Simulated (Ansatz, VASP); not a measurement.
# AlN in VASP and in Ansatz

INCAR

```
  ALGO = Normal
  EDIFF = 1E-6
  ENCUT = 600
  GGA = PE
  GGA_COMPAT = False
  ISIF = 2
  ISMEAR = 0
  LASPH = True
  LCHARG = False
  LREAL = False
  LWAVE = False
  NBANDS = 16
  NELM = 120
  PREC = Accurate
  SIGMA = 0.05
```

Contents of KPOINTS:

```
k-points
0
Gamma
  6 6 6
```

File POSCAR:

```
AlN
1.0
    0.0000000000     -2.2566074476     -2.2566074476
   -2.2566074476      0.0000000000     -2.2566074476
    2.2566074476      2.2566074476     -4.5132148953
Al N
2 2
Direct
    0.0018094905      0.0018094905     -0.0054284716
    0.4981905095      0.4981905095      0.5054284716
    0.3749419626      0.3749419626      0.8751741121
    0.8750580374      0.8750580374      0.3748258879
```

Input for Ansatz:

```yaml
crystal:
  lattice:
    - [0.0, -2.2566074476, -2.2566074476]
    - [-2.2566074476, 0.0, -2.2566074476]
    - [2.2566074476, 2.2566074476, -4.5132148953]
  atoms:
    - { symbol: Al, position: [0.0018094905, 0.0018094905, -0.0054284716] }
    - { symbol: Al, position: [0.4981905095, 0.4981905095, 0.5054284716] }
    - { symbol: "N", position: [0.3749419626, 0.3749419626, 0.8751741121] }
    - { symbol: "N", position: [0.8750580374, 0.8750580374, 0.3748258879] }
basis:
  ecutwfc: 520.0
kpoints:
  mp_grid: { grid: [6, 6, 6] }
hamiltonian:
  xc: pbe
scf:
  occupations: { method: gaussian, width: 0.05 }
output:
  forces: true
  stress: true
  eigenvalues: true
```

Change from the starting cell: mode 6 frozen in at -0.028 Å, equal normal strain along x, y and z +0.0250.

Alike in both runs: task single point; functional PBE; k mesh 6 × 6 × 6; occupations gaussian, width 0.05 eV; no spin polarisation.

```csv
,VASP,Ansatz
version,VASP 6.6.1,Ansatz 0.2.0
potentials or method,"VASP PAW PBE potentials, release 64 (Al, N), cutoff 600 eV","scalar-relativistic, plane waves, PAW"
valence electrons in the cell,16,16
```

Ansatz gave:

```
gap on the k mesh at the Fermi level (eV) : 3.16
least direct gap on the mesh (eV)         : 3.24
pressure (GPa)                            : -12.2
rms of the force components (eV/Å)        : 0.315
```

Task: Estimate VASP's values.

Result: gap on the k mesh at the Fermi level (eV): 3.16; least direct gap on the mesh (eV): 3.25; pressure (GPa): -12.6; rms of the force components (eV/Å): 0.315.

Atom by atom the forces differ by 0.001 eV/Å (rms over components).
